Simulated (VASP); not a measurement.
SiO2, 9 atoms in the cell. The structure is hexagonal, space group P6_422 (No. 181). Conventional cell: a = 4.978 Å, b = 4.978 Å, c = 5.522 Å, α = 90.00°, β = 90.00°, γ = 120.00°. Within 2.1 Å of Si (site symmetry 222) lie 4 O at 1.60 Å. Within 2.1 Å of O (site symmetry 2) lie 2 Si at 1.60 Å. 

* Program: VASP 6.6.1
* Task: single point
* Functional: PBE
* Potentials or basis: VASP PAW PBE potentials, release 64 (Si, O)
* Cutoff: 520 eV
* k mesh: 6 × 6 × 4
* Occupations: gaussian, width 0.02 eV
* Spin: no spin polarisation
* Dipole correction: no
* Further INCAR settings: ALGO = Normal; EDIFF = 1e-06; NBANDS = 34

Potentials or basis: VASP PAW PBE potentials, release 64 (Si, O).

The run is started by

```console
$ cat potpaw_PBE.64/Si/POTCAR potpaw_PBE.64/O/POTCAR > POTCAR
$ mpirun -np 1 vasp_std > vasp.out
```

Hardware: 1 thread of Intel(R) Xeon(R) Platinum 8259CL CPU @ 2.50GHz (Skylake/Cascade Lake), on a shared host.

Q: How long does it take, and how much memory?

A: It took 75 s on 1 thread of Intel(R) Xeon(R) Platinum 8259CL CPU @ 2.50GHz (Skylake/Cascade Lake), on a shared host, peak memory 0.26 GiB. Counts: scf iterations 14, k points 21.
